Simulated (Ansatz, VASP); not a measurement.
## Two plane-wave programs on SiC

```
Si C
1.0
     0.00000    2.16438    2.16438
     2.16438    0.00000    2.16438
     2.16438    2.16438    0.00000
Si C
1 1
Direct
  0.00000 0.00000 0.00000
  0.75000 0.75000 0.75000
```

Alike in both runs: task single point; functional RPBE; dispersion D4; k mesh 10 × 10 × 10; occupations fermi-dirac, width 0.05 eV; no spin polarisation.

|  | VASP | Ansatz |
| --- | --- | --- |
| version | VASP 6.6.1 | Ansatz 0.2.0 |
| potentials or method | VASP PAW PBE potentials, release 64 (Si, C) | Ansatz PAW |
| plane-wave cutoff (eV) | 600 | 420 |
| valence electrons in the cell | 8 | 8 |

```csv
,VASP,Ansatz,Ansatz less VASP
gap on the k mesh at the Fermi level (eV),1.34,1.35,+0.006
least direct gap on the mesh (eV),4.56,4.58,+0.019
pressure (GPa),0.2,0.9,+0.71
```

VASP's potentials were made for PBE, not for RPBE.
